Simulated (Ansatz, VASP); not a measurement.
**As in VASP and in Ansatz**

Contents of INCAR:

```
PREC     = Accurate       # precision mode
ENCUT    = 500            # plane-wave cutoff, eV
EDIFF    = 1E-6           # SCF threshold, eV
ISMEAR   = -1             # smearing method
SIGMA    = 0.08           # smearing width, eV
LREAL    = F              # projectors in reciprocal space
LASPH    = T              # aspherical terms in the spheres
NELM     = 120            # most SCF steps
ALGO     = Normal         # electronic algorithm
ISIF     = 2              # what is computed and relaxed
LWAVE    = F              # write WAVECAR
LCHARG   = F              # write CHGCAR
GGA      = PE             # functional
NBANDS   = 12             # bands
GGA_COMPAT= F
```

File KPOINTS:

```
regular mesh
0
Gamma
  15 15 8
```

File POSCAR:

```
As
1.0
    2.9378534715      0.0000000000      0.0000000000
   -1.4689267357      2.5442557389      0.0000000000
    0.0000000000      0.0000000000      5.0049187249
As
2
Direct
    0.3333333333      0.6666666667      0.2500000000
    0.6666666667      0.3333333333      0.7500000000
```

Input for Ansatz:

```yaml
crystal:
  lattice:
    - [2.9378534715, 0.0, 0.0]
    - [-1.4689267357, 2.5442557389, 0.0]
    - [0.0, 0.0, 5.0049187249]
  atoms:
    - { symbol: As, position: [0.3333333333, 0.6666666667, 0.25] }
    - { symbol: As, position: [0.6666666667, 0.3333333333, 0.75] }
kpoints:
  mp_grid: { grid: [15, 15, 8] }
scf:
  occupations: { method: fermi_dirac, width: 0.08 }
hamiltonian:
  xc: pbe
  pseudopotentials: { kind: all_electron, lapw: { basis_error: 0.001 } }
output:
  forces: true
  stress: true
  eigenvalues: true
```

Change from the starting cell: x and y stretched by -1.5 %, z held.

Alike in both runs: task single point; functional PBE; k mesh 15 × 15 × 8; occupations fermi-dirac, width 0.08 eV; no spin polarisation.

|  | VASP | Ansatz |
| --- | --- | --- |
| version | VASP 6.6.1 | Ansatz 0.2.0 |
| potentials or method | VASP PAW PBE potentials, release 64 (As), cutoff 500 eV | all-electron LAPW, scalar-relativistic |

Ansatz gave:

* pressure (GPa): 2.8
* traceless stress, the component that is largest in VASP (GPa): -1.53

Q: Which values does VASP return?

A: Pressure (GPa): 2.8; traceless stress, the component that is largest in VASP (GPa): -1.54.

Ansatz ran all-electron here, and VASP with PAW potentials.
